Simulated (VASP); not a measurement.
Set up this calculation in VASP 6.6.1, as the native input.

- Task: relaxation of cell and atoms
- Functional: PBE
- Potentials or basis: VASP PAW PBE potentials, release 64 (Ag, Sn_d, Se)
- Cutoff: 600 eV
- k mesh: 4 × 4 × 4
- Occupations: gaussian, width 0.1 eV
- Spin: no spin polarisation
- Dipole correction: no
- Further INCAR settings: ALGO = Normal; EDIFF = 1e-06; IBRION = 2; EDIFFG = -0.04; NSW = 90; ISIF = 3

The structure of Ag3SnSe lies in POSCAR:

```
Ag3SnSe
1.0
    4.9025881400      0.0000000000      0.0000000000
    0.0000000000      4.9025881400      0.0000000000
    0.0000000000      0.0000000000      4.9025881400
Ag Sn Se
3 1 1
Direct
    0.5000000000      0.0000000000      0.5000000000
    0.0000000000      0.5000000000      0.5000000000
    0.5000000000      0.5000000000      0.0000000000
    0.0000000000      0.0000000000      0.0000000000
    0.5000000000      0.5000000000      0.5000000000
```

The input as run:

INCAR

```
ALGO = Normal ; EDIFF = 1E-6
EDIFFG = -0.04 ; ENCUT = 600
GGA = PE ; IBRION = 2
ISIF = 3 ; ISMEAR = 0
LASPH = T ; LCHARG = F
LREAL = F ; LWAVE = F
NELM = 60 ; NSW = 90
PREC = Accurate ; SIGMA = 0.1
```

KPOINTS

```
k-points
0
Gamma
  4 4 4
```

Potentials or basis: VASP PAW PBE potentials, release 64 (Ag, Sn_d, Se).

Run with:

```console
$ cat potpaw_PBE.64/Ag/POTCAR potpaw_PBE.64/Sn_d/POTCAR potpaw_PBE.64/Se/POTCAR > POTCAR
$ mpirun -np 1 vasp_std > vasp.out
```

It gave:

```json
{
  "Relaxed volume": "25.99 Å³/atom",
  "Relaxed cell": "a = 5.065 Å, b = 5.065 Å, c = 5.065 Å, α = 90.00°, β = 90.00°, γ = 90.00°",
  "Space group after relaxing (to 0.05 Å)": "Pm-3m (No. 221)",
  "Energy gained by relaxing": "40.6 meV/atom",
  "Ionic steps": "3",
  "Pressure after relaxing": "0.0 GPa"
}
```

Wall time 44 s on 1 thread of Intel(R) Xeon(R) 6975P-C (Granite Rapids) (shared host), peak memory 0.27 GiB.
